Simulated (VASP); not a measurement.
Write the native input for VASP 6.6.1 that does the following.

- Task: single point
- Functional: RPBE
- Dispersion: D4
- Potentials or basis: VASP PAW PBE potentials, release 64 (Co)
- Cutoff: 520 eV
- k mesh: 12 × 12 × 7
- Occupations: fermi-dirac, width 0.05 eV
- Spin: collinear spin, ferromagnetic start
- Starting moments: [2.0, 2.0] μB
- Dipole correction: no
- Further INCAR settings: ALGO = Normal; EDIFF = 1e-07; NBANDS = 20

The structure of Co lies in POSCAR:

```
Co
1.0
    2.4385904036      0.0000000000      0.0000000000
   -1.2192952018      2.1118812389      0.0000000000
    0.0000000000      0.0000000000      3.9667976331
Co
2
Direct
    0.6666666667      0.3333333333      0.7500000000
    0.3333333333      0.6666666667      0.2500000000
```

The input as run:

INCAR

```
SYSTEM = Co
  PREC = Accurate
  ENCUT = 520
  EDIFF = 1E-7
  ISMEAR = -1
  SIGMA = 0.05
  LREAL = .False.
  LASPH = .True.
  NELM = 150
  ALGO = Normal
  ISIF = 2
  LWAVE = .False.
  LCHARG = .False.
  ISPIN = 2
  MAGMOM = 2 2
  LORBIT = 11
  LMAXMIX = 4
  GGA = RP
  IVDW = 13
  NBANDS = 20
```

KPOINTS

```
regular mesh
0
Gamma
  12 12 7
  0 0 0
```

Potentials or basis: VASP PAW PBE potentials, release 64 (Co).

The run is started by

```bash
$ cat potpaw_PBE.64/Co/POTCAR > POTCAR
$ mpirun -np 1 vasp_std > vasp.out
```

Results of the run:

The pressure is 6.8 GPa. The net moment is 3.13 μB per cell. The site moments are Co +1.57 μB. The valence electrons inside the program's atomic spheres are Co 8.40. The dispersion energy per atom is -0.887 eV.

Caveat: the cell stands under pressure; the PAW data sets were made with another functional, which shifts forces and pressure a little.

Wall time 93 s on 1 thread of Intel Xeon 8259CL, with other jobs on the host, peak memory 0.17 GiB.
